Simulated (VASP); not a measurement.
# Dy (Pm-3m) in VASP: single point with PBE

Aim: the single point of Dy with PBE.

Everything below comes from runs of VASP 6.6.1. Logs are shortened: lines on timing, memory, paths and dates and some standing lists are left out, and cuts for length are marked.

## (1) The cell of the first run

It takes space group Pm-3m (No. 221, cubic). The conventional cell has a = 3.274 Å, b = 3.274 Å, c = 3.274 Å, α = 90.00°, β = 90.00°, γ = 90.00°. Dy (site symmetry m-3m) has 6 Dy at 3.27 Å within 4.3 Å.

## (2) Single point, PBE

Input file INCAR:

```
PREC = Accurate ; ENCUT = 600
EDIFF = 1E-6 ; ISMEAR = -1
SIGMA = 0.13605693000000002 ; LREAL = F
LASPH = T ; NELM = 200
ALGO = Normal ; ISIF = 2
LWAVE = F ; LCHARG = T
GGA = PE ; LELF = T
LVHAR = T ; NBANDS = 16
GGA_COMPAT = F ; LMAXMIX = 6
```

Input file KPOINTS:

```
Automatic mesh
0
Gamma
  10 10 10
```

Input file POSCAR:

```
Dy
1.0
    3.2743030197      0.0000000000      0.0000000000
    0.0000000000      3.2743030197      0.0000000000
    0.0000000000      0.0000000000      3.2743030197
Dy
1
Direct
    0.0000000000      0.0000000000      0.0000000000
```

Potentials or basis: VASP PAW PBE potentials, release 64 (Dy).

Run with:

```console
$ cat potpaw_PBE.64/Dy/POTCAR > POTCAR
$ mpirun -np 1 vasp_std > vasp.out
```

OUTCAR:

```text
PREC = Accurate
   ENCUT = 600
   EDIFF = 1E-6
   ISMEAR = -1
   LREAL = F
   LASPH = T
   NELM = 200
   ISIF = 2
   GGA = PE

 ion  position               nearest neighbor table
   1  0.000  0.000  0.000-

  LATTYP: Found a simple cubic cell.
 ALAT       =     3.2743030197

  Lattice vectors:

 A1 = (   3.2743030197,   0.0000000000,   0.0000000000)
 A2 = (   0.0000000000,   3.2743030197,   0.0000000000)
 A3 = (   0.0000000000,   0.0000000000,   3.2743030197)

Analysis of symmetry for initial positions (statically):
=====================================================================
 Subroutine PRICEL returns:
 Original cell was already a primitive cell.

 Routine SETGRP: Setting up the symmetry group for a
 simple cubic supercell.

 Subroutine GETGRP returns: Found 48 space group operations
 (whereof 48 operations were pure point group operations)
 out of a pool of 48 trial point group operations.

The static configuration has the point symmetry O_h .

Analysis of symmetry for dynamics (positions and initial velocities):
=====================================================================
 Subroutine PRICEL returns:
 Original cell was already a primitive cell.

 Routine SETGRP: Setting up the symmetry group for a
 simple cubic supercell.

 Subroutine GETGRP returns: Found 48 space group operations
 (whereof 48 operations were pure point group operations)
 out of a pool of 48 trial point group operations.

The dynamic configuration has the point symmetry O_h .

 Subroutine INISYM returns: Found 48 space group operations
 (whereof 48 operations are pure point group operations),
 and found     1 'primitive' translations

----------------------------------------------------------------------------------------

                                     Primitive cell

  volume of cell :      35.1040

  direct lattice vectors                    reciprocal lattice vectors
     3.274303020  0.000000000  0.000000000     0.305408508  0.000000000  0.000000000
     0.000000000  3.274303020  0.000000000     0.000000000  0.305408508  0.000000000
     0.000000000  0.000000000  3.274303020     0.000000000  0.000000000  0.305408508

  length of vectors
[... 68 lines left out ...]
   NGX,Y,Z   is equivalent  to a cutoff of  14.22, 14.22, 14.22 a.u.
   NGXF,Y,Z  is equivalent  to a cutoff of  28.43, 28.43, 28.43 a.u.
 SYSTEM =  unknown system
   PREC   = accura    normal or accurate (medium, high low for compatibility)
   ISTART =      0    job   : 0-new  1-cont  2-samecut
   ICHARG =      2    charge: 1-file 2-atom 10-const
   ISPIN  =      1    spin polarized calculation?
   LNONCOLLINEAR =      F non collinear calculations
   LSORBIT =      F    spin-orbit coupling
   LASPH  =      T    aspherical Exc in radial PAW
   ENCUT  =  600.0 eV  44.10 Ry    6.64 a.u.   6.54  6.54  6.54*2*pi/ulx,y,z
   NELM   =    200;   NELMIN=  2; NELMDL= -5     # of ELM steps
   EDIFF  = 0.1E-05   stopping-criterion for ELM
   LREAL  =      F    real-space projection
   EDIFFG = 0.1E-04   stopping-criterion for IOM
   NSW    =      0    number of steps for IOM
   IBRION =     -1    ionic relax: 0-MD 1-quasi-New 2-CG
   NFREE  =      0    steps in history (QN), initial steepest desc. (CG)
   ISIF   =      2    stress and relaxation
   ISYM   =      2    0-nonsym 1-usesym 2-fastsym
   POTIM  = 0.5000    time-step for ionic-motion
   TEBEG  =    0.0;   TEEND  =   0.0 temperature during run
   PSTRESS=    0.0 pullay stress
   NELECT =      20.0000    total number of electrons
   NUPDOWN=      -1.0000    fix difference up-down
   EMIN   =  10.00;   EMAX   =-10.00  energy-range for DOS
   EFERMI =   0.00;   METHOD = LEGACY
   ISMEAR =    -1;   SIGMA  =   0.14  broadening in eV -4-tet -1-fermi 0-gaus
   EFERMI_NEDOS =   21; number of points for ismear=-14 and -15
   IALGO  =     38    algorithm
   IMIX   =      4    mixing-type and parameters
     AMIX     =   0.40;   BMIX     =  1.00
     AMIX_MAG =   1.60;   BMIX_MAG =  1.00
  volume/ion in A,a.u.               =      35.10       236.89
  Fermi-wavevector in a.u.,A,eV,Ry     =   1.357165  2.564670 25.060525  1.841897
  Thomas-Fermi vector in A             =   2.484106
   LORBIT       =      0    0 simple, 1 ext, 2 COOP (PROOUT), +10 PAW based schemes
   GGA     = PE    functional components
   LHFCALC =     F    Hartree Fock is set to
   AEXX    =    0.0000 exact exchange contribution
   IVDW    =     0    specifies the selected vdW correction
   LEPSILON=     F    determine dielectric tensor
   LRPA    =     F    only Hartree local field effects (RPA)
 non-spin polarized calculation
  energy-cutoff  :      600.00
  volume of cell :       35.10
 maximum number of plane-waves:      1208
 NGX is ok and might be reduce to    28
   NGX = 13   NGY = 13   NGZ = 13

 number of electron      20.0000005 magnetization

 Free energy of the ion-electron system (eV)
  ---------------------------------------------------
  ext. energy  EPLUGINS =         0.00000000
  ---------------------------------------------------
  free energy    TOTEN  =        -4.31513379 eV

  energy without entropy =       -3.22346203  energy(sigma->0) =       -3.76929791

 E-fermi :   2.0740     XC(G=0):  -9.5661

 val. band max:        2.0733282698   @ k =   0.3000   0.3000   0.0000
 cond. band min:       2.0740158649   @ k =   0.5000   0.5000   0.1000
 fundamental gap:      0.0006875951
 Fermi energy:         2.0739528633

 k-point     1 :       0.0000    0.0000    0.0000
  band No.  band energies     occupation
      1     -43.2805      2.00000
      2     -19.1931      2.00000
      3     -19.1931      2.00000
      4     -19.1931      2.00000
      5      -2.2748      2.00000
      6       1.9119      1.53397
[... 433 lines left out ...]
      3     -19.2232      2.00000
      4     -19.2138      2.00000
      5      -0.3019      2.00000
      6       1.8210      1.73047
[... 8 lines left out ...]
     15       6.2515      0.00000
     16       6.4954      0.00000

 [... further k-points ...]
[... 5 lines left out ...]
  --------------------------------------------------------------------------------------
  -------------------------------------------------------------------------------------
  Total       -0.0220649     -0.0220649     -0.0220649      0.0000000      0.0000000     -0.0000000
  in kB       -1.0070618     -1.0070618     -1.0070618      0.0000000      0.0000000     -0.0000000
  external PRESSURE =      -1.0070618 kB  Pullay stress =       0.0000000 kB

 VOLUME and BASIS-vectors are now :
 -----------------------------------------------------------------------------
  energy-cutoff  :      600.00
  volume of cell :       35.10
      direct lattice vectors                 reciprocal lattice vectors
     3.274303020  0.000000000  0.000000000     0.305408508  0.000000000  0.000000000
     0.000000000  3.274303020  0.000000000     0.000000000  0.305408508  0.000000000
     0.000000000  0.000000000  3.274303020     0.000000000  0.000000000  0.305408508

 POSITION                                       TOTAL-FORCE (eV/Angst)
 -----------------------------------------------------------------------------------
      0.00000      0.00000      0.00000         0.000000      0.000000      0.000000
 -----------------------------------------------------------------------------------
    total drift:                               -0.000000     -0.000000     -0.000000

  FREE ENERGIE OF THE ION-ELECTRON SYSTEM (eV)
  ---------------------------------------------------
  free  energy   TOTEN  =        -4.3151337921 eV

  energy  without entropy=       -3.2234620329  energy(sigma->0) =       -3.76929791
```

stdout:

```text
POSCAR found type information on POSCAR Dy
 POSCAR found :  1 types and       1 ions
 scaLAPACK will be used
 LDA part: xc-table for (Slater+PW92), standard interpolation
 POSCAR, INCAR and KPOINTS ok, starting setup
 FFT: planning ... GRIDC
 FFT: planning ... GRID_SOFT
 FFT: planning ... GRID
 WAVECAR not read
 entering main loop
```

Wall time 2.2 min (1 thread of Intel Xeon 8259CL, shared host); peak memory 0.2 GiB.

Results:

```
Free energy            : -4.3151 eV
Pressure               : -0.1 GPa
Band gap on the k mesh : zero (band 10 reaches 2.05 eV, above the bottom of band 11 at 1.96 eV)
```

Caveat: spin-orbit coupling is left out, which moves the levels of the heavy elements. Spin polarisation is off, so any magnetic state and its effect on volume and gap are missing.
